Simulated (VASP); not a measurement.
# Pt in VASP: further runs

Pt is run at these levels: LDA; tasks: single point.

All numbers are computed with VASP 6.6.1; they aren't measurements. Logs are shortened: lines on timing, memory, paths and dates and some standing lists are left out, and cuts for length are marked.

**1. The cell of the first run**

The cell holds a slab with vacuum, 5 atoms: a = 2.753 Å, b = 2.753 Å, c = 23.992 Å, α = 90.00°, β = 90.00°, γ = 120.00°.

**2. Single point, LDA**

INCAR

```
ALGO = Fast
DIPOL = 0.5 0.5 0.500
EDIFF = 1E-7
ENCUT = 520
IDIPOL = 3
ISIF = 2
ISMEAR = 0
LASPH = True
LCHARG = False
LDIPOL = True
LREAL = False
LWAVE = False
NBANDS = 33
NELM = 100
PREC = Accurate
SIGMA = 0.1
```

KPOINTS

```
k-points
0
Gamma
  15 15 1
```

POSCAR

```
Pt
1.0
    2.7532983195      0.0000000000      0.0000000000
   -1.3766491598      2.3844262889      0.0000000000
    0.0000000000      0.0000000000     23.9922346567
Pt
5
Direct
    0.6666666667      0.3333333333      0.3126011440
    0.3333333333      0.6666666667      0.4063005720
    0.0000000000      0.0000000000      0.5000000000
    0.6666666667      0.3333333333      0.5936994280
    0.3333333333      0.6666666667      0.6873988560
```

Potentials or basis: VASP PAW LDA potentials, release 64 (Pt).

On the command line:

```bash
cat potpaw_LDA.64/Pt/POTCAR > POTCAR
mpirun -np 1 vasp_std > vasp.out
```

OUTCAR:

```text
EDIFF = 1E-7
   ENCUT = 520
   ISIF = 2
   ISMEAR = 0
   LASPH = True
   LREAL = False
   NELM = 100
   PREC = Accurate

 ion  position               nearest neighbor table
   1  0.667  0.333  0.313-   2 2.75   2 2.75   2 2.75
   2  0.333  0.667  0.406-   1 2.75   1 2.75   3 2.75   3 2.75   3 2.75   1 2.75
   3  0.000  0.000  0.500-   2 2.75   4 2.75   4 2.75   2 2.75   4 2.75   2 2.75
   4  0.667  0.333  0.594-   5 2.75   5 2.75   3 2.75   3 2.75   3 2.75   5 2.75
   5  0.333  0.667  0.687-   4 2.75   4 2.75   4 2.75

  LATTYP: Found a hexagonal cell.
 ALAT       =     2.7532983195
 C/A-ratio  =     8.7139974941

  Lattice vectors:

 A1 = (   2.7532983195,   0.0000000000,   0.0000000000)
 A2 = (  -1.3766491598,   2.3844262889,   0.0000000000)
 A3 = (   0.0000000000,   0.0000000000,  23.9922346567)

Analysis of symmetry for initial positions (statically):
=====================================================================
 Subroutine PRICEL returns:
 Original cell was already a primitive cell.

 Routine SETGRP: Setting up the symmetry group for a
 hexagonal supercell.

 Subroutine GETGRP returns: Found 12 space group operations
 (whereof 12 operations were pure point group operations)
 out of a pool of 24 trial point group operations.

The static configuration has the point symmetry D_3d.

Analysis of symmetry for dynamics (positions and initial velocities):
=====================================================================
 Subroutine PRICEL returns:
 Original cell was already a primitive cell.

 Routine SETGRP: Setting up the symmetry group for a
 hexagonal supercell.

 Subroutine GETGRP returns: Found 12 space group operations
 (whereof 12 operations were pure point group operations)
 out of a pool of 24 trial point group operations.

The dynamic configuration has the point symmetry D_3d.

 Subroutine INISYM returns: Found 12 space group operations
 (whereof 12 operations are pure point group operations),
 and found     1 'primitive' translations

----------------------------------------------------------------------------------------

                                     Primitive cell

  volume of cell :     157.5099

  direct lattice vectors                    reciprocal lattice vectors
     2.753298319  0.000000000  0.000000000     0.363200745  0.209694048  0.000000000
    -1.376649160  2.384426289  0.000000000     0.000000000  0.419388095  0.000000000
     0.000000000  0.000000000 23.992234657     0.000000000  0.000000000  0.041680153

  length of vectors
     2.753298319  2.753298320 23.992234657     0.419388095  0.419388095  0.041680153

  position of ions in fractional coordinates (direct lattice)
     0.666666667  0.333333333  0.312601144
     0.333333333  0.666666667  0.406300572
     0.000000000  0.000000000  0.500000000
     0.666666667  0.333333333  0.593699428
     0.333333333  0.666666667  0.687398856

  ion indices of the primitive-cell ions
   primitive index   ion index
                 1           1
                 2           2
                 3           3
                 4           4
                 5           5

----------------------------------------------------------------------------------------

 KPOINTS: k-points

Automatic generation of k-mesh.
 Grid dimensions read from file:
 generate k-points for:   15   15    1

 Generating k-lattice:

  Cartesian coordinates                     Fractional coordinates (reciprocal lattice)
     0.024213383  0.013979603  0.000000000     0.066666667  0.000000000  0.000000000
     0.000000000  0.027959206  0.000000000     0.000000000  0.066666667  0.000000000
     0.000000000  0.000000000  0.041680153     0.000000000  0.000000000  1.000000000

  Length of vectors
     0.027959206  0.027959206  0.041680153

  Shift w.r.t. Gamma in fractional coordinates (k-lattice)
     0.000000000  0.000000000  0.000000000

 Subroutine IBZKPT returns following result:
 ===========================================

 Found     27 irreducible k-points:

 Following reciprocal coordinates:
            Coordinates               Weight
  0.000000  0.000000  0.000000      1.000000
  0.066667  0.000000  0.000000      6.000000
  0.133333  0.000000  0.000000      6.000000
  0.200000  0.000000  0.000000      6.000000
  0.266667  0.000000  0.000000      6.000000
  0.333333  0.000000  0.000000      6.000000
[... 16 lines left out ...]
  0.333333  0.200000  0.000000     12.000000
  0.400000  0.200000  0.000000      6.000000
 [... further k-points ...]
   k-points           NKPTS =     27   k-points in BZ     NKDIM =     27   number of bands    NBANDS=     33
   number of dos      NEDOS =    301   number of ions     NIONS =      5
   total plane-waves  NPLWV =  72000
   dimension x,y,z NGX =    20 NGY =   20 NGZ =  180
   dimension x,y,z NGXF=    40 NGYF=   40 NGZF=  360
   ions per type =               5
   NGX,Y,Z   is equivalent  to a cutoff of  12.08, 12.08, 12.47 a.u.
   NGXF,Y,Z  is equivalent  to a cutoff of  24.15, 24.15, 24.94 a.u.
 SYSTEM =  unknown system
   PREC   = accura    normal or accurate (medium, high low for compatibility)
   ISTART =      0    job   : 0-new  1-cont  2-samecut
   ICHARG =      2    charge: 1-file 2-atom 10-const
   ISPIN  =      1    spin polarized calculation?
   LNONCOLLINEAR =      F non collinear calculations
   LSORBIT =      F    spin-orbit coupling
   LASPH  =      T    aspherical Exc in radial PAW
   ENCUT  =  520.0 eV  38.22 Ry    6.18 a.u.   5.12  5.12 44.61*2*pi/ulx,y,z
   NELM   =    100;   NELMIN=  2; NELMDL= -5     # of ELM steps
   EDIFF  = 0.1E-06   stopping-criterion for ELM
   LREAL  =      F    real-space projection
   EDIFFG = 0.1E-05   stopping-criterion for IOM
   NSW    =      0    number of steps for IOM
   IBRION =     -1    ionic relax: 0-MD 1-quasi-New 2-CG
   NFREE  =      0    steps in history (QN), initial steepest desc. (CG)
   ISIF   =      2    stress and relaxation
   ISYM   =      2    0-nonsym 1-usesym 2-fastsym
   POTIM  = 0.5000    time-step for ionic-motion
   TEBEG  =    0.0;   TEEND  =   0.0 temperature during run
   PSTRESS=    0.0 pullay stress
   NELECT =      50.0000    total number of electrons
   NUPDOWN=      -1.0000    fix difference up-down
   EMIN   =  10.00;   EMAX   =-10.00  energy-range for DOS
   EFERMI =   0.00;   METHOD = LEGACY
   ISMEAR =     0;   SIGMA  =   0.10  broadening in eV -4-tet -1-fermi 0-gaus
   EFERMI_NEDOS =   21; number of points for ismear=-14 and -15
   IALGO  =     68    algorithm
   IMIX   =      4    mixing-type and parameters
     AMIX     =   0.40;   BMIX     =  1.00
     AMIX_MAG =   1.60;   BMIX_MAG =  1.00
  volume/ion in A,a.u.               =      31.50       212.59
  Fermi-wavevector in a.u.,A,eV,Ry     =   1.116766  2.110382 16.968730  1.247166
  Thomas-Fermi vector in A             =   2.253383
   LORBIT       =      0    0 simple, 1 ext, 2 COOP (PROOUT), +10 PAW based schemes
   GGA     = CA    functional components
   LHFCALC =     F    Hartree Fock is set to
   AEXX    =    0.0000 exact exchange contribution
   IVDW    =     0    specifies the selected vdW correction
   LEPSILON=     F    determine dielectric tensor
   LRPA    =     F    only Hartree local field effects (RPA)
 non-spin polarized calculation
 RMM-DIIS sequential band-by-band and
 Gauss-broadening in eV      SIGMA  =   0.10
  energy-cutoff  :      520.00
  volume of cell :      157.51
 maximum number of plane-waves:      4264
   NGX = 11   NGY = 11   NGZ = 89

 dipolmoment           0.000000      0.000000      0.000000 electrons x Angstroem

 number of electron      50.0000000 magnetization

 dipolmoment           0.000000      0.000000     -0.000000 electrons x Angstroem

 Free energy of the ion-electron system (eV)
  ---------------------------------------------------
  ext. energy  EPLUGINS =         0.00000000
  ---------------------------------------------------
  free energy    TOTEN  =       -35.90557423 eV

  energy without entropy =      -35.84362635  energy(sigma->0) =      -35.87460029

 E-fermi :   2.1652     XC(G=0):  -7.2670

 val. band max:        2.1487749481   @ k =   0.4667   0.0000   0.0000
 cond. band min:       2.1671540975   @ k =   0.2667   0.2000   0.0000
 fundamental gap:      0.0183791494
 Fermi energy:         2.1652143135

 k-point     1 :       0.0000    0.0000    0.0000
  band No.  band energies     occupation
      1      -7.9488      2.00000
      2      -6.9350      2.00000
      3      -5.8386      2.00000
      4      -5.2217      2.00000
      5      -5.1644      2.00000
      6      -1.9680      2.00000
[... 25 lines left out ...]
     32       7.8337      0.00000
     33       8.2012      0.00000

 k-point     2 :       0.0667    0.0000    0.0000
  band No.  band energies     occupation
      1      -7.7883      2.00000
      2      -6.7783      2.00000
      3      -5.6798      2.00000
      4      -5.0704      2.00000
      5      -5.0052      2.00000
      6      -2.0909      2.00000
[... 25 lines left out ...]
     32       7.9354      0.00000
     33       8.3227      0.00000

 k-point     3 :       0.1333    0.0000    0.0000
  band No.  band energies     occupation
      1      -7.3268      2.00000
      2      -6.3368      2.00000
      3      -5.2411      2.00000
      4      -4.6565      2.00000
      5      -4.5654      2.00000
      6      -2.4850      2.00000
[... 25 lines left out ...]
     32       8.2104      0.00000
     33       8.6863      0.00000

 k-point     4 :       0.2000    0.0000    0.0000
  band No.  band energies     occupation
      1      -6.6346      2.00000
      2      -5.7144      2.00000
      3      -4.6888      2.00000
      4      -4.1578      2.00000
      5      -3.9859      2.00000
      6      -2.9739      2.00000
[... 673 lines left out ...]
     32      10.2411      0.00000
     33      10.5334      0.00000

 k-point    23 :       0.3333    0.2000    0.0000
  band No.  band energies     occupation
      1      -4.2726      2.00000
      2      -4.2433      2.00000
      3      -3.7371      2.00000
      4      -3.5713      2.00000
      5      -3.5302      2.00000
      6      -3.1737      2.00000
[... 25 lines left out ...]
     32       8.8520      0.00000
     33       9.5133      0.00000

 k-point    24 :       0.4000    0.2000    0.0000
  band No.  band energies     occupation
      1      -4.2923      2.00000
      2      -4.2609      2.00000
      3      -3.7620      2.00000
      4      -3.5672      2.00000
      5      -3.5290      2.00000
      6      -3.1715      2.00000
[... 25 lines left out ...]
     32       8.7505      0.00000
     33       9.1155      0.00000

 [... further k-points ...]

------------------------ aborting loop because EDIFF is reached ----------------------------------------

 vacuum level on the upper side and lower side of the slab       (xc-potential included)        -0.118        -0.118

  FORCE on cell =-STRESS in cart. coord.  units (eV):
  Direction    XX          YY          ZZ          XY          YZ          ZX
  --------------------------------------------------------------------------------------
  -------------------------------------------------------------------------------------
  Total       -4.6085950     -4.6085950      0.1651516      0.0000000      0.0000000      0.0000000
  in kB      -46.8782356    -46.8782356      1.6799076      0.0000000      0.0000000      0.0000000
  external PRESSURE =     -30.6921879 kB  Pullay stress =       0.0000000 kB

 VOLUME and BASIS-vectors are now :
 -----------------------------------------------------------------------------
  energy-cutoff  :      520.00
  volume of cell :      157.51
      direct lattice vectors                 reciprocal lattice vectors
     2.753298319  0.000000000  0.000000000     0.363200745  0.209694048  0.000000000
    -1.376649160  2.384426289  0.000000000     0.000000000  0.419388095  0.000000000
     0.000000000  0.000000000 23.992234657     0.000000000  0.000000000  0.041680153

 POSITION                                       TOTAL-FORCE (eV/Angst)
 -----------------------------------------------------------------------------------
      1.37665      0.79481      7.50000         0.000000      0.000000     -0.148149
     -0.00000      1.58962      9.74806        -0.000000      0.000000      0.246656
      0.00000      0.00000     11.99612         0.000000      0.000000      0.000000
      1.37665      0.79481     14.24418        -0.000000     -0.000000     -0.246656
     -0.00000      1.58962     16.49223         0.000000      0.000000      0.148149
 -----------------------------------------------------------------------------------
    total drift:                               -0.000000      0.000000     -0.000000

  FREE ENERGIE OF THE ION-ELECTRON SYSTEM (eV)
  ---------------------------------------------------
  free  energy   TOTEN  =       -35.9055742282 eV

  energy  without entropy=      -35.8436263536  energy(sigma->0) =      -35.87460029

 vacuum level on the upper side and lower side of the slab         8.121         8.121
```

Run time: 2.7 min. Hardware: 1 thread of Intel Xeon Platinum 8488C (Sapphire Rapids), shared host; peak memory 0.25 GiB.

Results:

```
Free energy            : -35.9056 eV
Largest force          : 0.247 eV/Å
Band gap on the k mesh : zero (band 25 reaches 2.69 eV, above the bottom of band 26 at 1.14 eV)
```

Forces in eV/Å, atoms in the order of the input:
```
Pt   0.000  0.000 -0.148
Pt   0.000  0.000  0.247
Pt   0.000  0.000  0.000
Pt   0.000  0.000 -0.247
Pt   0.000  0.000  0.148
```

Caveat: spin-orbit coupling is left out, which moves the levels of the heavy elements.

**3. Single point, LDA**

INCAR

```
PREC = Accurate
ENCUT = 520
EDIFF = 1E-6
ISMEAR = 0
SIGMA = 0.1
LREAL = False
LASPH = True
NELM = 80
ALGO = Fast
ISIF = 2
LWAVE = False
LCHARG = True
LDIPOL = True
IDIPOL = 3
DIPOL = 0.5 0.5 0.500
GGA = CA
LELF = True
LVHAR = True
LVACPOTAV = True
NBANDS = 33
```

KPOINTS

```
regular mesh
0
Gamma
  15 15 1
```

POSCAR

```
Pt
1.0
    2.7532983195      0.0000000000      0.0000000000
   -1.3766491598      2.3844262889      0.0000000000
    0.0000000000      0.0000000000     23.9922346567
Pt
5
Direct
    0.6666666667      0.3333333333      0.3127749503
    0.3333333333      0.6666666667      0.4071747298
    0.0000000000      0.0000000000      0.5000000005
    0.6666666667      0.3333333333      0.5928252702
    0.3333333333      0.6666666667      0.6872250492
```

Potentials or basis: VASP PAW LDA potentials, release 64 (Pt).

On the command line:

```bash
cat potpaw_LDA.64/Pt/POTCAR > POTCAR
mpirun -np 1 vasp_std > vasp.out
```

It took 2.6 min on 1 thread of Intel Xeon Platinum 8488C (Sapphire Rapids), shared host; peak memory 0.25 GiB.

It converged, with:

```yaml
Free_energy: -35.9098 eV
Largest_force: 0.028 eV/Å
Band_gap_on_the_k_mesh: zero (band 25 reaches 2.71 eV, above the bottom of band 26 at 1.16 eV)
```

Forces on the atoms (eV/Å):
```
Pt   0.000  0.000 -0.028
Pt   0.000  0.000 -0.012
Pt   0.000  0.000  0.000
Pt   0.000  0.000  0.012
Pt   0.000  0.000  0.028
```

Levels at points of the mesh, in eV from the Fermi level:
| k point | band 20 | band 21 | band 22 | band 23 | band 24 | band 25 | band 26 | band 27 | band 28 | band 29 |
| --- | --- | --- | --- | --- | --- | --- | --- | --- | --- | --- |
| (0.00, 0.00, 0.00) | -1.74 | -1.74 | -1.54 | -1.54 | -1.01 | -1.01 | -0.35 | -0.35 | -0.28 | 0.01 |

Caveat: spin-orbit coupling is left out, which moves the levels of the heavy elements.
